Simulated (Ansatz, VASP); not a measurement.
# GaN: VASP beside Ansatz

File INCAR:

```
ALGO = Normal
EDIFF = 1E-6
ENCUT = 600
GGA_COMPAT = False
ISIF = 2
ISMEAR = 0
LASPH = True
LCHARG = False
LREAL = False
LWAVE = False
NBANDS = 26
NELM = 120
PREC = Accurate
SIGMA = 0.02
```

The input KPOINTS:

```
k-points
0
Gamma
  8 6 8
```

Contents of POSCAR:

```
GaN
1.0
    3.1503047675      0.0000000000      0.0000000000
    0.0000000000      4.4552037691      0.0000000000
    0.0000000000      0.0000000000      3.1503047675
Ga N
2 2
Direct
    0.0000000000      0.0000000000      0.0000000000
    0.5000000000      0.5000000000      0.5000000000
    0.5000000000      0.2500000000      0.0000000000
    0.0000000000      0.7500000000      0.5000000000
```

Input for Ansatz:

```yaml
crystal:
  lattice:
    - [3.1503047675, 0.0, 0.0]
    - [0.0, 4.4552037691, 0.0]
    - [0.0, 0.0, 3.1503047675]
  atoms:
    - { symbol: Ga, position: [0.0, 0.0, 0.0] }
    - { symbol: "N", position: [0.5, 0.25, 0.0] }
    - { symbol: Ga, position: [0.5, 0.5, 0.5] }
    - { symbol: "N", position: [0.0, 0.75, 0.5] }
basis:
  ecutwfc: 420
kpoints:
  mp_grid: { grid: [8, 6, 8] }
  band_path:
    path:
      - [[0.0, 0.0, 0.0], [0.0, 1.00000001, 0.0], [0.25, 1.00000001, 0.0]]
      - [[0.375, 0.75, -0.375], [0.0, 0.0, 0.0], [0.5, 0.5, 0.0], [0.25, 1.00000001, -0.25], [0.0, 1.00000001, 0.0]]
    npoints: 10
hamiltonian:
  xc: lda
  pseudopotentials: { kind: paw, azcp: { folder: soft_1 } }
scf:
  occupations: { method: gaussian, width: 0.02 }
  n_extra_bands: 8
output:
  forces: true
  stress: true
  eigenvalues: true
  write_density: true
  write_potential: true
  elf: true
  volumetric_format: npy
```

Alike in both runs: task single point; functional LDA; k mesh 8 × 6 × 8; occupations gaussian, width 0.02 eV; no spin polarisation.

|  | VASP | Ansatz |
| --- | --- | --- |
| version | VASP 6.6.1 | Ansatz 0.2.0 |
| potentials or method | VASP PAW LDA potentials, release 64 (Ga_d, N), cutoff 600 eV | scalar-relativistic, plane waves, PAW |
| valence electrons in the cell | 36 | 36 |

VASP gave:

| Item | Value |
| --- | --- |
| gap on the k mesh at the Fermi level (eV) | 1.97 |
| least direct gap on the mesh (eV) | 1.97 |
| pressure (GPa) | 1.1 |

Task: Which values does Ansatz return?

Result: gap on the k mesh at the Fermi level (eV): 1.96; least direct gap on the mesh (eV): 1.96; pressure (GPa): 0.0.

Ansatz warns that its potentials were made for another functional, while VASP's fit it. LDA's correlation is that of Perdew and Zunger in VASP and of Perdew and Wang (1992) in Ansatz.
